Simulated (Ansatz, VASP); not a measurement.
## Cd in VASP and in Ansatz

```xyz
1
Lattice="0.0000 2.2181 2.2181 2.2181 0.0000 2.2181 2.2181 2.2181 0.0000" Properties=species:S:1:pos:R:3 pbc="T T T"
Cd    0.0000    0.0000    0.0000
```

Alike in both runs: task relaxation of cell and atoms; functional revPBE; k mesh 10 × 10 × 10; occupations methfessel-paxton of order 1, width 0.05 eV; non-collinear spin, spin-orbit coupling.

```csv
,VASP,Ansatz
version,VASP 6.6.1,Ansatz 0.2.0
potentials or method,"VASP PAW PBE potentials, release 64 (Cd)",Ansatz PAW
plane-wave cutoff (eV),600,420
valence electrons in the cell,12,20
```

|  | VASP | Ansatz | Ansatz less VASP |
| --- | --- | --- | --- |
| relaxed volume (Å³/atom) | 23.95 | 23.81 | -0.141 |
| relaxed length of the cell vector where the two differ most in proportion (Å) | 3.235 | 3.229 | -0.0064 |

VASP's potentials were made for PBE, not for revPBE. VASP's potentials hold 12 valence electrons a cell and Ansatz's 20, so a difference there can come from the potentials and not from the codes.

Noted on Ansatz's run: the plane-wave basis is chosen anew once the cell has moved, so the energies of steps on either side of that aren't comparable.
